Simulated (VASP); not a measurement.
Input of a VASP 6.6.1 run:

INCAR

```
PREC     = Accurate       # precision mode
ENCUT    = 520            # plane-wave cutoff, eV
EDIFF    = 1E-7           # SCF threshold, eV
ISMEAR   = -1             # smearing method
SIGMA    = 0.1            # smearing width, eV
LREAL    = F              # projectors in reciprocal space
LASPH    = T              # aspherical terms in the spheres
NELM     = 80             # most SCF steps
ALGO     = Normal         # electronic algorithm
ISIF     = 2              # what is computed and relaxed
LWAVE    = F              # write WAVECAR
LCHARG   = F              # write CHGCAR
GGA      = PS             # functional
NBANDS   = 19             # bands
```

KPOINTS

```
regular mesh
0
Gamma
  14 14 14
```

Contents of POSCAR:

```
Hg
1.0
    0.0000000000      3.3155608676      3.3155608676
    3.3155608676      0.0000000000      3.3155608676
    3.3155608676      3.3155608676      0.0000000000
Hg
2
Direct
    0.1250000000      0.1250000000      0.1250000000
    0.8750000000      0.8750000000      0.8750000000
```

Potentials or basis: VASP PAW PBE potentials, release 64 (Hg).

Command:

```sh
$ cat potpaw_PBE.64/Hg/POTCAR > POTCAR
$ mpirun -np 1 vasp_std > vasp.out
```

Predict the pressure.

0.1 GPa.

Estimate the band gap on the k mesh.

zero (band 12 reaches 3.48 eV, above the bottom of band 13 at 0.29 eV).

Caveat: the PAW data sets were made with another functional, which shifts forces and pressure a little; spin-orbit coupling is left out, which moves the levels of the heavy elements.
